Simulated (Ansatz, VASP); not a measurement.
BeTe: VASP beside Ansatz

```xyz
2
Lattice="3.7201 0.0000 0.0000 -1.8601 3.2217 0.0000 0.0000 0.0000 3.3594" Properties=species:S:1:pos:R:3 pbc="T T T"
Be    1.8601    1.0739    1.6797
Te    0.0000    2.1478    0.0000
```

Alike in both runs: functional PBE; k mesh 24 × 24 × 12; occupations gaussian, width 0.1 eV; no spin polarisation.

Ansatz relaxed the structure, and its values are those at the end. VASP's run is a single point on that final structure, the one shown.

```csv
,VASP,Ansatz
version,VASP 6.6.1,Ansatz 0.2.0
potentials or method,"VASP PAW PBE potentials, release 64 (Be, Te), cutoff 520 eV","scalar-relativistic, plane waves, PAW"
valence electrons in the cell,8,18
```

```csv
,VASP,Ansatz,Ansatz less VASP
gap on the k mesh at the Fermi level (eV),none,none,-
pressure (GPa),0.0,0.0,-0.05
```

A gap of «none» marks a metal or a gap that the smearing closes. VASP's potentials hold 8 valence electrons a cell and Ansatz's 18, so a difference there can come from the potentials and not from the codes.

Neither program's run includes spin-orbit coupling.
